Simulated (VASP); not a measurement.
Au: single point with PBEsol

Crystal: Au.

```
Au
1.0
     0.00000    2.04142    2.04142
     2.04142    0.00000    2.04142
     2.04142    2.04142    0.00000
Au
1
Direct
  0.00000 0.00000 0.00000
```

```yaml
Program: VASP 6.6.1
Task: single point
Functional: PBEsol
Potentials_or_basis: VASP PAW PBE potentials, release 64 (Au)
Cutoff: 520 eV
k_mesh: 24 × 24 × 24
Occupations: gaussian, width 0.1 eV
Spin: no spin polarisation
```

| Item | Value |
| --- | --- |
| Pressure | -0.2 GPa |
| Band gap on the k mesh | zero (an odd number of electrons rules out a gap without spin polarisation) |

Levels at points of the mesh, in eV from the Fermi level:
| k point | band 4 | band 5 | band 6 | band 7 | band 8 | band 9 |
| --- | --- | --- | --- | --- | --- | --- |
| (0.00, 0.00, 0.00) | -4.67 | -3.14 | -3.14 | 14.52 | 18.52 | 18.52 |
| (0.50, 0.00, 0.00) | -1.93 | -1.93 | -1.01 | 3.08 | 13.96 | 17.12 |
| (0.50, 0.50, 0.00) | -1.61 | -1.61 | 0.97 | 5.77 | 9.98 | 9.98 |

It took 41 s on 1 thread of Intel(R) Xeon(R) Platinum 8488C (Sapphire Rapids), on a shared host, peak memory 0.21 GiB.

Caveat: the PAW data sets were made with another functional, which shifts forces and pressure a little; spin-orbit coupling is left out, which moves the levels of the heavy elements.
